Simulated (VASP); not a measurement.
Set up this calculation in VASP 6.6.1, as the native input.

- Task: single point
- Functional: PBEsol
- Potentials or basis: VASP PAW PBE potentials, release 64 (Rh_pv)
- Cutoff: 520 eV
- k mesh: 13 × 13 × 7
- Occupations: fermi-dirac, width 0.05 eV
- Spin: no spin polarisation
- Dipole correction: no
- Further INCAR settings: ALGO = Normal; EDIFF = 1e-06; NBANDS = 22

The structure of Rh lies in POSCAR:

```
Rh
1.0
    2.7157318845      0.0000000000      0.0000000000
   -1.3578659422      2.3518928018      0.0000000000
    0.0000000000      0.0000000000      4.3994856529
Rh
2
Direct
    0.2533333333      0.6266666667      0.1900000000
    0.7466666667      0.3733333333      0.8100000000
```

This cell differs from its parent crystal: shortest bond scaled by 0.76.

The input as run:

INCAR

```
SYSTEM = Rh
PREC = Accurate
ENCUT = 520
EDIFF = 1E-6
ISMEAR = -1
SIGMA = 0.05
LREAL = .False.
LASPH = .True.
NELM = 100
ALGO = Normal
ISIF = 2
LWAVE = .False.
LCHARG = .False.
GGA = PS
NBANDS = 22
```

KPOINTS

```
regular mesh
0
Gamma
  13 13 7
  0 0 0
```

Potentials or basis: VASP PAW PBE potentials, release 64 (Rh_pv).

Run with:

```bash
$ cat potpaw_PBE.64/Rh_pv/POTCAR > POTCAR
$ mpirun -np 1 vasp_std > vasp.out
```

It gave:

* Pressure: 47.4 GPa
* Largest force: 11.656 eV/Å
* Band gap on the k mesh: zero (bands 15 and 16 overlap by 1.60 eV)

Caveat: the cell differs from its parent crystal (shortest bond scaled by 0.76); the cell stands under pressure; the PAW data sets were made with another functional, which shifts forces and pressure a little.

Run time: 66 s on 1 thread of Intel(R) Xeon(R) 6975P-C (Granite Rapids), with other jobs on the host, peak memory 0.25 GiB.
